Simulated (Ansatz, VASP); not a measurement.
## Mg2O: VASP beside Ansatz

```
CELL_PARAMETERS angstrom
4.43367 0.00000 0.00000
-2.21683 3.83967 0.00000
0.00000 0.00000 3.02765
ATOMIC_POSITIONS crystal
Mg 0.33333 0.66667 0.50000
Mg 0.66667 0.33333 0.50000
O 0.00000 0.00000 0.00000
```

Alike in both runs: functional PBE; k mesh 12 × 12 × 16; occupations gaussian, width 0.1 eV; no spin polarisation.

Ansatz relaxed the structure, and its values are those at the end. VASP's run is a single point on that final structure, the one shown.

|  | VASP | Ansatz |
| --- | --- | --- |
| version | VASP 6.6.1 | Ansatz 0.2.0 |
| potentials or method | VASP PAW PBE potentials, release 64 (Mg, O), cutoff 520 eV | scalar-relativistic, plane waves, PAW |
| valence electrons in the cell | 10 | 26 |

```csv
,VASP,Ansatz,Ansatz less VASP
gap on the k mesh at the Fermi level (eV),none,none,-
pressure (GPa),-0.1,0.0,+0.10
```

A gap of «none» marks a metal or a gap that the smearing closes. VASP's potentials hold 10 valence electrons a cell and Ansatz's 26, so a difference there can come from the potentials and not from the codes.
